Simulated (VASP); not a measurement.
# Ta2N (P-3m1) in VASP: further runs, part 2 of 2

VASP 6.6.1.

### 4 Single point, PBE (13.08 Å³/atom)

This run uses another cell than the first one, of 13.08 Å³/atom.

Input file INCAR:

```
PREC = Accurate ; ENCUT = 520
EDIFF = 1E-6 ; ISMEAR = -1
SIGMA = 0.05 ; LREAL = False
LASPH = True ; NELM = 80
ALGO = Normal ; ISIF = 2
LWAVE = False ; LCHARG = False
GGA = PE ; NBANDS = 20
```

Input file KPOINTS:

```
Automatic mesh
0
Gamma
  10 10 6
```

Input file POSCAR:

```
Ta2N
1.0
    3.0707906527      0.0000000000      0.0000000000
   -1.5353953264      2.6593827149      0.0000000000
    0.0000000000      0.0000000000      4.8040242697
Ta N
2 1
Direct
    0.3333333333      0.6666666667      0.2547110000
    0.6666666667      0.3333333333      0.7452890000
    0.0000000000      0.0000000000      0.0000000000
```

Potentials or basis: VASP PAW PBE potentials, release 64 (Ta_pv, N).

Started as:

```console
cat potpaw_PBE.64/Ta_pv/POTCAR potpaw_PBE.64/N/POTCAR > POTCAR
mpirun -np 1 vasp_std > vasp.out
```

OUTCAR:

```text
PREC = Accurate
   ENCUT = 520
   EDIFF = 1E-6
   ISMEAR = -1
   LREAL = False
   LASPH = True
   NELM = 80
   ISIF = 2
   GGA = PE

 ion  position               nearest neighbor table
   1  0.333  0.667  0.255-   3 2.15   3 2.15   3 2.15   2 2.95   2 2.95   2 2.95   2 3.02   2 3.02
                             2 3.02
   2  0.667  0.333  0.745-   3 2.15   3 2.15   3 2.15   1 2.95   1 2.95   1 2.95   1 3.02   1 3.02
                             1 3.02
   3  0.000  0.000  0.000-   1 2.15   2 2.15   1 2.15   2 2.15   2 2.15   1 2.15

  LATTYP: Found a hexagonal cell.
 ALAT       =     3.0707906527
 C/A-ratio  =     1.5644258476

  Lattice vectors:

 A1 = (   3.0707906527,   0.0000000000,   0.0000000000)
 A2 = (  -1.5353953264,   2.6593827149,   0.0000000000)
 A3 = (   0.0000000000,   0.0000000000,   4.8040242697)

Analysis of symmetry for initial positions (statically):
=====================================================================
 Subroutine PRICEL returns:
 Original cell was already a primitive cell.

 Routine SETGRP: Setting up the symmetry group for a
 hexagonal supercell.

 Subroutine GETGRP returns: Found 12 space group operations
 (whereof 12 operations were pure point group operations)
 out of a pool of 24 trial point group operations.

The static configuration has the point symmetry D_3d.

Analysis of symmetry for dynamics (positions and initial velocities):
=====================================================================
 Subroutine PRICEL returns:
 Original cell was already a primitive cell.

 Routine SETGRP: Setting up the symmetry group for a
 hexagonal supercell.

 Subroutine GETGRP returns: Found 12 space group operations
 (whereof 12 operations were pure point group operations)
 out of a pool of 24 trial point group operations.

The dynamic configuration has the point symmetry D_3d.

 Subroutine INISYM returns: Found 12 space group operations
 (whereof 12 operations are pure point group operations),
 and found     1 'primitive' translations

[... 114 lines left out ...]
   IMIX   =      4    mixing-type and parameters
     AMIX     =   0.40;   BMIX     =  1.00
     AMIX_MAG =   1.60;   BMIX_MAG =  1.00
  volume/ion in A,a.u.               =      13.08        88.25
  Fermi-wavevector in a.u.,A,eV,Ry     =   1.445387  2.731384 28.424506  2.089142
  Thomas-Fermi vector in A             =   2.563574
   LORBIT       =      0    0 simple, 1 ext, 2 COOP (PROOUT), +10 PAW based schemes
   GGA     = PE    functional components
   LHFCALC =     F    Hartree Fock is set to
   AEXX    =    0.0000 exact exchange contribution
   IVDW    =     0    specifies the selected vdW correction
   LEPSILON=     F    determine dielectric tensor
   LRPA    =     F    only Hartree local field effects (RPA)
 non-spin polarized calculation
  energy-cutoff  :      520.00
  volume of cell :       39.23
 maximum number of plane-waves:      1085
 NGX is ok and might be reduce to    24
   NGX = 11   NGY = 11   NGZ = 17

 number of electron      27.0000003 magnetization

 Free energy of the ion-electron system (eV)
  ---------------------------------------------------
  ext. energy  EPLUGINS =         0.00000000
  ---------------------------------------------------
  free energy    TOTEN  =       -34.33061861 eV

  energy without entropy =      -34.31749466  energy(sigma->0) =      -34.32405664

 E-fermi :   7.8533     XC(G=0): -13.0633

 val. band max:        7.8486526792   @ k =  -0.1000   0.4000   0.1667
 cond. band min:       7.8622743282   @ k =   0.0000   0.3000   0.3333
 fundamental gap:      0.0136216490
 Fermi energy:         7.8532962780

 k-point     1 :       0.0000    0.0000    0.0000
  band No.  band energies     occupation
      1     -27.8472      2.00000
      2     -27.0106      2.00000
      3     -27.0106      2.00000
      4     -26.8685      2.00000
      5     -26.8685      2.00000
      6     -26.7442      2.00000
[... 541 lines left out ...]
     19      12.6672      0.00000
     20      13.5504      0.00000

 [... further k-points ...]

------------------------ aborting loop because EDIFF is reached ----------------------------------------

  FORCE on cell =-STRESS in cart. coord.  units (eV):
  Direction    XX          YY          ZZ          XY          YZ          ZX
  --------------------------------------------------------------------------------------
  -------------------------------------------------------------------------------------
  Total        2.7141718      2.7141718      3.0843235     -0.0000000      0.0000000      0.0000000
  in kB      110.8438697    110.8438697    125.9604681     -0.0000000      0.0000000      0.0000000
  external PRESSURE =     115.8827358 kB  Pullay stress =       0.0000000 kB

 VOLUME and BASIS-vectors are now :
 -----------------------------------------------------------------------------
  energy-cutoff  :      520.00
  volume of cell :       39.23
      direct lattice vectors                 reciprocal lattice vectors
     3.070790653  0.000000000  0.000000000     0.325649031  0.188013556  0.000000000
    -1.535395326  2.659382715  0.000000000     0.000000000  0.376027111  0.000000000
     0.000000000  0.000000000  4.804024270     0.000000000  0.000000000  0.208158815

 POSITION                                       TOTAL-FORCE (eV/Angst)
 -----------------------------------------------------------------------------------
     -0.00000      1.77292      1.22364         0.000000     -0.000000      0.275817
      1.53540      0.88646      3.58039        -0.000000      0.000000     -0.275817
      0.00000      0.00000      0.00000        -0.000000      0.000000      0.000000
 -----------------------------------------------------------------------------------
    total drift:                               -0.000000      0.000000      0.000000

  FREE ENERGIE OF THE ION-ELECTRON SYSTEM (eV)
  ---------------------------------------------------
  free  energy   TOTEN  =       -34.3306186139 eV

  energy  without entropy=      -34.3174946576  energy(sigma->0) =      -34.32405664
```

OSZICAR:

```text
N       E                     dE             d eps       ncg     rms          rms(c)
DAV:   1     0.214238416608E+03    0.21424E+03   -0.15064E+04  2880   0.139E+03
DAV:   2    -0.278323372527E+02   -0.24207E+03   -0.23579E+03  3296   0.400E+02
DAV:   3    -0.374101782299E+02   -0.95778E+01   -0.93473E+01  3496   0.718E+01
DAV:   4    -0.375591291484E+02   -0.14895E+00   -0.14759E+00  3556   0.829E+00
DAV:   5    -0.375608252419E+02   -0.16961E-02   -0.16952E-02  3560   0.701E-01    0.284E+01
DAV:   6    -0.346818811938E+02    0.28789E+01   -0.15554E+01  3744   0.252E+01    0.135E+01
DAV:   7    -0.343881255016E+02    0.29376E+00   -0.16661E+00  3216   0.846E+00    0.725E+00
DAV:   8    -0.343352945397E+02    0.52831E-01   -0.25676E-01  3328   0.399E+00    0.426E-01
DAV:   9    -0.343310234518E+02    0.42711E-02   -0.29769E-02  3528   0.110E+00    0.252E-01
DAV:  10    -0.343307460566E+02    0.27740E-03   -0.48484E-03  3644   0.551E-01    0.761E-02
DAV:  11    -0.343306405086E+02    0.10555E-03   -0.11418E-03  3356   0.203E-01    0.357E-02
DAV:  12    -0.343306189840E+02    0.21525E-04   -0.12324E-04  3344   0.758E-02    0.609E-03
DAV:  13    -0.343306192406E+02   -0.25664E-06   -0.10769E-05  3424   0.209E-02    0.409E-03
DAV:  14    -0.343306186139E+02    0.62679E-06   -0.18142E-06  2320   0.952E-03
   1 F= -.34330619E+02 E0= -.34324057E+02  d E =-.131240E-01
```

stdout:

```text
POSCAR found type information on POSCAR TaN
 POSCAR found :  2 types and       3 ions
 scaLAPACK will be used
 LDA part: xc-table for (Slater+PW92), standard interpolation
 POSCAR, INCAR and KPOINTS ok, starting setup
 FFT: planning ... GRIDC
 FFT: planning ... GRID_SOFT
 FFT: planning ... GRID
 WAVECAR not read
 entering main loop
```

Run time: 37 s. Hardware: 1 thread of Intel Xeon 8259CL, shared host; peak memory 0.19 GiB.

What came out:

- Free energy: -34.3306 eV
- Pressure: 11.6 GPa
- Largest force: 0.276 eV/Å
- Band gap on the k mesh: zero (an odd number of electrons rules out a gap without spin polarisation)

Forces on the atoms (eV/Å):
```
Ta   0.000  0.000  0.276
Ta   0.000  0.000 -0.276
N    0.000  0.000  0.000
```

Levels at points of the mesh, in eV from the Fermi level:
```tsv
k point	band 11	band 12	band 13	band 14	band 15	band 16	band 17	band 18
(0.00, 0.00, 0.00)	-4.95	-0.69	-0.24	-0.24	0.28	0.29	0.29	1.22
(0.50, 0.00, 0.00)	-4.75	-2.67	-1.35	1.86	2.00	3.92	4.22	4.48
(0.00, 0.00, 0.50)	-2.96	-2.66	-1.17	-1.17	1.87	2.14	2.42	2.42
(0.50, 0.00, 0.50)	-3.41	-2.17	-2.12	-0.28	0.76	3.47	3.71	4.23
```

Caveat: the cell stands under pressure; spin-orbit coupling is left out, which moves the levels of the heavy elements.

### 5 Single point, PBE (13.89 Å³/atom)

This run uses another cell than the first one, of 13.89 Å³/atom.

Input file INCAR:

```
ALGO = Normal
EDIFF = 1E-6
ENCUT = 520
GGA = PE
ISIF = 2
ISMEAR = -1
LASPH = True
LCHARG = False
LREAL = False
LWAVE = False
NBANDS = 20
NELM = 100
PREC = Accurate
SIGMA = 0.05
```

Input file KPOINTS:

```
k-points
0
Gamma
  10 10 6
```

Input file POSCAR:

```
Ta2N
1.0
    3.1334770837      0.0000000000      0.0000000000
   -1.5667385418      2.7136707566      0.0000000000
    0.0000000000      0.0000000000      4.9020925425
Ta N
2 1
Direct
    0.3333333333      0.6666666667      0.2547110000
    0.6666666667      0.3333333333      0.7452890000
    0.0000000000      0.0000000000      0.0000000000
```

Started as:

```console
cat potpaw_PBE.64/Ta_pv/POTCAR potpaw_PBE.64/N/POTCAR > POTCAR
mpirun -np 1 vasp_std > vasp.out
```

Wall time 38 s (1 thread of Intel Xeon 8259CL, shared host); peak memory 0.19 GiB.

Results (log left out):

```yaml
Free_energy: -34.3664 eV
Pressure: -6.1 GPa
Largest_force: 0.081 eV/Å
Band_gap_on_the_k_mesh: zero (an odd number of electrons rules out a gap without spin polarisation)
```

Forces in eV/Å, atoms in the order of the input:
```
Ta   0.000  0.000 -0.081
Ta   0.000  0.000  0.081
N    0.000  0.000  0.000
```

Stress tensor (GPa, compression positive):
```
-6.47  0.00  0.00
 0.00 -6.47  0.00
 0.00  0.00 -5.43
```

Levels at points of the mesh, in eV from the Fermi level:
```tsv
k point	band 10	band 11	band 12	band 13	band 14	band 15	band 16	band 17	band 18	band 19
(0.00, 0.00, 0.00)	-5.93	-4.97	-0.63	-0.23	-0.23	0.27	0.27	0.27	1.12	1.12
(0.50, 0.00, 0.00)	-6.24	-4.42	-2.59	-1.39	1.71	1.82	3.59	3.86	4.06	4.11
(0.00, 0.00, 0.50)	-6.10	-2.81	-2.64	-1.08	-1.08	1.73	1.79	2.22	2.22	2.55
(0.50, 0.00, 0.50)	-5.99	-3.21	-2.15	-2.11	-0.27	0.70	3.17	3.41	3.86	4.27
```

Caveat: the cell stands under tension; spin-orbit coupling is left out, which moves the levels of the heavy elements.

### 6 The runs side by side

```csv
level,spin,cell,gap on the mesh (eV),pressure (GPa),largest force (eV/Å)
PBEsol,"non-collinear, zero start, SOC","a = 3.113, b = 3.113, c = 4.870 Å, angles 90.0, 90.0, 120.0°, 3 atoms",-,-8.3,0.26
PBE,off,"a = 3.049, b = 3.049, c = 4.770 Å, angles 90.0, 90.0, 120.0°, 3 atoms",none,18.9,0.42
PBE,off,"a = 3.071, b = 3.071, c = 4.804 Å, angles 90.0, 90.0, 120.0°, 3 atoms",none,11.6,0.28
PBE,off,"a = 3.133, b = 3.133, c = 4.902 Å, angles 90.0, 90.0, 120.0°, 3 atoms",none,-6.1,0.08
```

Alike in all rows: task single point; potentials or basis VASP PAW PBE potentials, release 64 (Ta_pv, N); k mesh 10 × 10 × 6; cutoff (eV) 520; smearing fermi-dirac 0.05 eV.

Caveats: spin-orbit coupling is left out, which moves the levels of the heavy elements (at least some runs); the cell stands under tension (at least some runs); the cell stands under pressure (at least some runs); the PAW data sets were made with another functional, which shifts forces and pressure a little (at least some runs).

Absolute energies hang on the potentials; compare differences alone.
